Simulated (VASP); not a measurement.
# Si (Fd-3m) in VASP: a series of runs

The runs below take Si through single point, with PBE.

Program: VASP 6.6.1. These are calculated values, not measurements. Logs are shortened: lines on timing, memory, paths and dates and some standing lists are left out, and cuts for length are marked.

**1. The cell of the first run**

It takes space group Fd-3m (No. 227, cubic). Conventional cell: a = 5.316 Å, b = 5.316 Å, c = 5.316 Å, α = 90.00°, β = 90.00°, γ = 90.00°. Si (site symmetry -43m) has 4 Si at 2.30 Å within 3.0 Å.

**2. Single point, PBE**

The input, INCAR:

```
PREC = Accurate ; ENCUT = 500
EDIFF = 1E-6 ; ISMEAR = 0
SIGMA = 0.01 ; LREAL = F
LASPH = T ; NELM = 120
ALGO = Normal ; ISIF = 2
LWAVE = F ; LCHARG = F
GGA = PE ; NBANDS = 11
GGA_COMPAT = F
```

The input, KPOINTS:

```
regular mesh
0
Gamma
  6 6 6
```

The input, POSCAR:

```
Si
1.0
    0.0000000000      2.6581656812      2.6581656812
    2.6581656812      0.0000000000      2.6581656812
    2.6581656812      2.6581656812      0.0000000000
Si
2
Direct
    0.7500000000      0.7500000000      0.7500000000
    0.5000000000      0.5000000000      0.5000000000
```

Potentials or basis: VASP PAW PBE potentials, release 64 (Si).

The run is started by

```bash
> cat potpaw_PBE.64/Si/POTCAR > POTCAR
> mpirun -np 1 vasp_std > vasp.out
```

OUTCAR:

```text
PREC = Accurate
   ENCUT = 500
   EDIFF = 1E-6
   ISMEAR = 0
   LREAL = F
   LASPH = T
   NELM = 120
   ISIF = 2
   GGA = PE

 ion  position               nearest neighbor table
   1  0.750  0.750  0.750-   2 2.30   2 2.30   2 2.30   2 2.30
   2  0.500  0.500  0.500-   1 2.30   1 2.30   1 2.30   1 2.30

  LATTYP: Found a face centered cubic cell.
 ALAT       =     5.3163313624

  Lattice vectors:

 A1 = (   0.0000000000,   2.6581656812,   2.6581656812)
 A2 = (   2.6581656812,   0.0000000000,   2.6581656812)
 A3 = (   2.6581656812,   2.6581656812,   0.0000000000)

Analysis of symmetry for initial positions (statically):
=====================================================================
 Subroutine PRICEL returns:
 Original cell was already a primitive cell.

 Routine SETGRP: Setting up the symmetry group for a
 face centered cubic supercell.

 Subroutine GETGRP returns: Found 48 space group operations
 (whereof 24 operations were pure point group operations)
 out of a pool of 48 trial point group operations.

The static configuration has the point symmetry T_d .
 The point group associated with its full space group is O_h .

Analysis of symmetry for dynamics (positions and initial velocities):
=====================================================================
 Subroutine PRICEL returns:
 Original cell was already a primitive cell.

 Routine SETGRP: Setting up the symmetry group for a
 face centered cubic supercell.

 Subroutine GETGRP returns: Found 48 space group operations
 (whereof 24 operations were pure point group operations)
 out of a pool of 48 trial point group operations.

The dynamic configuration has the point symmetry T_d .
 The point group associated with its full space group is O_h .

 Subroutine INISYM returns: Found 48 space group operations
 (whereof 24 operations are pure point group operations),
 and found     1 'primitive' translations

----------------------------------------------------------------------------------------

                                     Primitive cell

  volume of cell :      37.5644

  direct lattice vectors                    reciprocal lattice vectors
     0.000000000  2.658165681  2.658165681    -0.188099637  0.188099637  0.188099637
     2.658165681  0.000000000  2.658165681     0.188099637 -0.188099637  0.188099637
     2.658165681  2.658165681  0.000000000     0.188099637  0.188099637 -0.188099637

  length of vectors
     3.759213957  3.759213957  3.759213957     0.325798128  0.325798128  0.325798128

  position of ions in fractional coordinates (direct lattice)
     0.750000000  0.750000000  0.750000000
     0.500000000  0.500000000  0.500000000

  ion indices of the primitive-cell ions
   primitive index   ion index
                 1           1
                 2           2

----------------------------------------------------------------------------------------

 KPOINTS: regular mesh

Automatic generation of k-mesh.
 Grid dimensions read from file:
 generate k-points for:    6    6    6

 Generating k-lattice:

  Cartesian coordinates                     Fractional coordinates (reciprocal lattice)
    -0.031349940  0.031349940  0.031349940     0.166666667  0.000000000  0.000000000
     0.031349940 -0.031349940  0.031349940     0.000000000  0.166666667  0.000000000
     0.031349940  0.031349940 -0.031349940     0.000000000  0.000000000  0.166666667

  Length of vectors
     0.054299688  0.054299688  0.054299688

  Shift w.r.t. Gamma in fractional coordinates (k-lattice)
     0.000000000  0.000000000  0.000000000

 Subroutine IBZKPT returns following result:
 ===========================================

 Found     16 irreducible k-points:

 Following reciprocal coordinates:
            Coordinates               Weight
  0.000000  0.000000  0.000000      1.000000
  0.166667  0.000000  0.000000      8.000000
  0.333333  0.000000  0.000000      8.000000
  0.500000  0.000000  0.000000      4.000000
  0.166667  0.166667  0.000000      6.000000
  0.333333  0.166667  0.000000     24.000000
[... 8 lines left out ...]
 -0.333333  0.333333  0.166667     24.000000
 -0.333333  0.500000  0.166667     12.000000
   k-points           NKPTS =     16   k-points in BZ     NKDIM =     16   number of bands    NBANDS=     11
   number of dos      NEDOS =    301   number of ions     NIONS =      2
   total plane-waves  NPLWV =  21952
   dimension x,y,z NGX =    28 NGY =   28 NGZ =   28
   dimension x,y,z NGXF=    56 NGYF=   56 NGZF=   56
   ions per type =               2
   NGX,Y,Z   is equivalent  to a cutoff of  12.38, 12.38, 12.38 a.u.
   NGXF,Y,Z  is equivalent  to a cutoff of  24.77, 24.77, 24.77 a.u.
 SYSTEM =  unknown system
   PREC   = accura    normal or accurate (medium, high low for compatibility)
   ISTART =      0    job   : 0-new  1-cont  2-samecut
   ICHARG =      2    charge: 1-file 2-atom 10-const
   ISPIN  =      1    spin polarized calculation?
   LNONCOLLINEAR =      F non collinear calculations
   LSORBIT =      F    spin-orbit coupling
   LASPH  =      T    aspherical Exc in radial PAW
   ENCUT  =  500.0 eV  36.75 Ry    6.06 a.u.   6.85  6.85  6.85*2*pi/ulx,y,z
   NELM   =    120;   NELMIN=  2; NELMDL= -5     # of ELM steps
   EDIFF  = 0.1E-05   stopping-criterion for ELM
   LREAL  =      F    real-space projection
   EDIFFG = 0.1E-04   stopping-criterion for IOM
   NSW    =      0    number of steps for IOM
   IBRION =     -1    ionic relax: 0-MD 1-quasi-New 2-CG
   NFREE  =      0    steps in history (QN), initial steepest desc. (CG)
   ISIF   =      2    stress and relaxation
   ISYM   =      2    0-nonsym 1-usesym 2-fastsym
   POTIM  = 0.5000    time-step for ionic-motion
   TEBEG  =    0.0;   TEEND  =   0.0 temperature during run
   PSTRESS=    0.0 pullay stress
   NELECT =       8.0000    total number of electrons
   NUPDOWN=      -1.0000    fix difference up-down
   EMIN   =  10.00;   EMAX   =-10.00  energy-range for DOS
   EFERMI =   0.00;   METHOD = LEGACY
   ISMEAR =     0;   SIGMA  =   0.01  broadening in eV -4-tet -1-fermi 0-gaus
   EFERMI_NEDOS =   21; number of points for ismear=-14 and -15
   IALGO  =     38    algorithm
   IMIX   =      4    mixing-type and parameters
     AMIX     =   0.40;   BMIX     =  1.00
     AMIX_MAG =   1.60;   BMIX_MAG =  1.00
  volume/ion in A,a.u.               =      18.78       126.75
  Fermi-wavevector in a.u.,A,eV,Ry     =   0.977641  1.847474 13.004205  0.955782
  Thomas-Fermi vector in A             =   2.108354
   LORBIT       =      0    0 simple, 1 ext, 2 COOP (PROOUT), +10 PAW based schemes
   GGA     = PE    functional components
   LHFCALC =     F    Hartree Fock is set to
   AEXX    =    0.0000 exact exchange contribution
   IVDW    =     0    specifies the selected vdW correction
   LEPSILON=     F    determine dielectric tensor
   LRPA    =     F    only Hartree local field effects (RPA)
 non-spin polarized calculation
 Gauss-broadening in eV      SIGMA  =   0.01
  energy-cutoff  :      500.00
  volume of cell :       37.56
 maximum number of plane-waves:       962
   NGX = 13   NGY = 13   NGZ = 13

 number of electron       8.0000000 magnetization

 Free energy of the ion-electron system (eV)
  ---------------------------------------------------
  ext. energy  EPLUGINS =         0.00000000
  ---------------------------------------------------
  free energy    TOTEN  =       -10.73744642 eV

  energy without entropy =      -10.73744642  energy(sigma->0) =      -10.73744642

 E-fermi :   6.6053     XC(G=0):  -9.6566

 val. band max:        6.4997032026   @ k =   0.0000   0.0000   0.0000
 cond. band min:       7.0711085827   @ k =   0.5000   0.5000   0.0000
 fundamental gap:      0.5714053801
 Fermi energy:         6.6052972351

 k-point     1 :       0.0000    0.0000    0.0000
  band No.  band energies     occupation
      1      -5.9115      2.00000
      2       6.4997      2.00000
      3       6.4997      2.00000
      4       6.4997      2.00000
      5       9.0851      0.00000
      6       9.0851      0.00000
      7       9.0851      0.00000
      8      10.6270      0.00000
      9      14.2442      0.00000
     10      14.2442      0.00000
     11      14.7180      0.00000

 k-point     2 :       0.1667    0.0000    0.0000
  band No.  band energies     occupation
      1      -5.5298      2.00000
      2       4.0622      2.00000
      3       6.0219      2.00000
      4       6.0219      2.00000
      5       9.0434      0.00000
      6       9.7685      0.00000
      7       9.7685      0.00000
      8      12.5492      0.00000
      9      13.5764      0.00000
     10      13.5764      0.00000
     11      15.8631      0.00000

 k-point     3 :       0.3333    0.0000    0.0000
  band No.  band energies     occupation
      1      -4.4507      2.00000
      2       0.9669      2.00000
      3       5.4498      2.00000
      4       5.4498      2.00000
      5       8.4863      0.00000
      6      10.0092      0.00000
      7      10.0092      0.00000
      8      14.5739      0.00000
      9      14.5739      0.00000
     10      14.5836      0.00000
     11      16.1331      0.00000

 k-point     4 :       0.5000    0.0000    0.0000
  band No.  band energies     occupation
      1      -3.4126      2.00000
      2      -0.7821      2.00000
      3       5.2460      2.00000
      4       5.2460      2.00000
      5       8.2649      0.00000
      6       9.7991      0.00000
      7       9.7991      0.00000
      8      14.3019      0.00000
      9      17.2093      0.00000
     10      17.2093      0.00000
     11      18.2309      0.00000
[... 127 lines left out ...]
 k-point    14 :       0.5000    0.3333    0.1667
  band No.  band energies     occupation
      1      -3.4846      2.00000
      2       0.7511      2.00000
      3       2.6915      2.00000
      4       4.0508      2.00000
      5       9.3747      0.00000
      6      10.1680      0.00000
      7      10.9246      0.00000
      8      13.8150      0.00000
      9      15.8059      0.00000
     10      16.7740      0.00000
     11      19.9905      0.00000

 k-point    15 :      -0.3333    0.3333    0.1667
  band No.  band energies     occupation
      1      -2.4207      2.00000
      2      -0.5377      2.00000
      3       2.2369      2.00000
      4       3.5433      2.00000
      5       9.8149      0.00000
      6      10.1725      0.00000
      7      12.7162      0.00000
      8      13.2687      0.00000
      9      14.3480      0.00000
     10      17.9459      0.00000
     11      18.9462      0.00000

 k-point    16 :      -0.3333    0.5000    0.1667
  band No.  band energies     occupation
      1      -1.3869      2.00000
      2      -1.3869      2.00000
      3       2.5978      2.00000
      4       2.5978      2.00000
      5       9.2313      0.00000
      6       9.2313      0.00000
      7      13.4945      0.00000
      8      13.4945      0.00000
      9      17.4634      0.00000
     10      17.4634      0.00000
     11      19.9828      0.00000

------------------------ aborting loop because EDIFF is reached ----------------------------------------

  FORCE on cell =-STRESS in cart. coord.  units (eV):
  Direction    XX          YY          ZZ          XY          YZ          ZX
  --------------------------------------------------------------------------------------
  -------------------------------------------------------------------------------------
  Total        2.1445624      2.1445624      2.1445624     -0.0000000      0.0000000     -0.0000000
  in kB       91.4688308     91.4688308     91.4688308     -0.0000000      0.0000000     -0.0000000
  external PRESSURE =      91.4688308 kB  Pullay stress =       0.0000000 kB

 VOLUME and BASIS-vectors are now :
 -----------------------------------------------------------------------------
  energy-cutoff  :      500.00
  volume of cell :       37.56
      direct lattice vectors                 reciprocal lattice vectors
     0.000000000  2.658165681  2.658165681    -0.188099637  0.188099637  0.188099637
     2.658165681  0.000000000  2.658165681     0.188099637 -0.188099637  0.188099637
     2.658165681  2.658165681  0.000000000     0.188099637  0.188099637 -0.188099637

 POSITION                                       TOTAL-FORCE (eV/Angst)
 -----------------------------------------------------------------------------------
      3.98725      3.98725      3.98725        -0.000000     -0.000000     -0.000000
      2.65817      2.65817      2.65817         0.000000      0.000000      0.000000
 -----------------------------------------------------------------------------------
    total drift:                                0.000000      0.000000     -0.000000

  FREE ENERGIE OF THE ION-ELECTRON SYSTEM (eV)
  ---------------------------------------------------
  free  energy   TOTEN  =       -10.7374464243 eV

  energy  without entropy=      -10.7374464243  energy(sigma->0) =      -10.73744642
```

Run time: 8.7 s. Hardware: 1 thread of Intel Xeon 8259CL, shared host; peak memory 0.14 GiB.

Results:

```yaml
Free_energy: -10.7374 eV
Pressure: 9.1 GPa
Band_gap_on_the_k_mesh: 0.57 eV, indirect (least direct gap 2.59 eV)
```

**3. Single point, PBE**

This run uses another cell than the first one, of 19.98 Å³/atom, 1.064 times its volume.

The input, INCAR:

```
SYSTEM = Si
  PREC = Accurate
  ENCUT = 500
  EDIFF = 1E-6
  ISMEAR = 0
  SIGMA = 0.01
  LREAL = .False.
  LASPH = .True.
  NELM = 120
  ALGO = Normal
  ISIF = 2
  LWAVE = .False.
  LCHARG = .False.
  GGA = PE
  NBANDS = 11
  GGA_COMPAT = .False.
```

The input, KPOINTS:

```
Automatic mesh
0
Gamma
  6 6 6
  0 0 0
```

The input, POSCAR:

```
Si
1.0
    0.0000000000      2.7135600000      2.7135600000
    2.7135600000      0.0000000000      2.7135600000
    2.7135600000      2.7135600000      0.0000000000
Si
2
Direct
    0.7500000000      0.7500000000      0.7500000000
    0.5000000000      0.5000000000      0.5000000000
```

Potentials or basis: VASP PAW PBE potentials, release 64 (Si).

The run is started by

```bash
> cat potpaw_PBE.64/Si/POTCAR > POTCAR
> mpirun -np 1 vasp_std > vasp.out
```

It took 9.3 s on 1 thread of Intel Xeon 8259CL, shared host; peak memory 0.14 GiB.

The run converged. Its results:

- Free energy: -10.8199 eV
- Pressure: 2.2 GPa
- Band gap on the k mesh: 0.70 eV, indirect (least direct gap 2.56 eV)

Levels at points of the mesh, in eV from the valence-band top:
| k point | band 1 | band 2 | band 3 | band 4 | band 5 | band 6 | band 7 | band 8 |
| --- | --- | --- | --- | --- | --- | --- | --- | --- |
| (0.00, 0.00, 0.00) | -11.97 | 0.00 | 0.00 | 0.00 | 2.56 | 2.56 | 2.56 | 3.40 |
| (0.50, 0.00, 0.00) | -9.64 | -6.98 | -1.20 | -1.20 | 1.55 | 3.34 | 3.34 | 7.73 |
| (0.50, 0.50, 0.00) | -7.82 | -7.82 | -2.86 | -2.86 | 0.70 | 0.70 | 10.13 | 10.13 |

A k mesh can miss the band edges.

[end of part 1 of 2]
